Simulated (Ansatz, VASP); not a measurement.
## Nb in VASP and in Ansatz

Contents of INCAR:

```
SYSTEM = Nb
PREC = Accurate ; ENCUT = 520
EDIFF = 1E-6 ; ISMEAR = -1
SIGMA = 0.1 ; LREAL = .FALSE.
LASPH = .TRUE. ; NELM = 100
ALGO = Normal ; ISIF = 2
LWAVE = .FALSE. ; LCHARG = .FALSE.
GGA = RP ; NBANDS = 12
```

Contents of KPOINTS:

```
Automatic mesh
0
G
  21 21 21
  0 0 0
```

File POSCAR:

```
Nb
1.0
    0.0000000000      2.1775704545      2.1775704545
    2.1775704545      0.0000000000      2.1775704545
    2.1775704545      2.1775704545      0.0000000000
Nb
1
Direct
    0.0000000000      0.0000000000      0.0000000000
```

Input for Ansatz:

```yaml
crystal:
  lattice:
    - [0.0, 2.1775704545, 2.1775704545]
    - [2.1775704545, 0.0, 2.1775704545]
    - [2.1775704545, 2.1775704545, 0.0]
  atoms:
    - { symbol: Nb, position: [0.0, 0.0, 0.0] }
hamiltonian:
  xc: rpbe
  pseudopotentials:
    kind: paw
    azcp:
      Nb: "pseudopotentials/Nb.paw.azcp"
basis:
  ecutwfc: 420
  fft_grid_basis: typed
kpoints:
  mp_grid: { grid: [21, 21, 21], shift: [0, 0, 0] }
magnetization:
  spin_polarized: false
scf:
  occupations: { method: fermi_dirac, width: 0.1 }
output:
  stress: true
```

Alike in both runs: task single point; functional RPBE; k mesh 21 × 21 × 21; occupations fermi-dirac, width 0.1 eV; no spin polarisation.

```csv
,VASP,Ansatz
version,VASP 6.6.1,Ansatz 0.2.0
potentials or method,"VASP PAW PBE potentials, release 64 (Nb_sv), cutoff 520 eV","plane waves (420 eV) with PAW, scalar-relativistic"
valence electrons in the cell,13,13
```

VASP gave:

| Item | Value |
| --- | --- |
| pressure (GPa) | -10.7 |

Question: Which values does Ansatz return?

Answer: Pressure (GPa): -10.5.

VASP's potentials were made for PBE, not for RPBE.
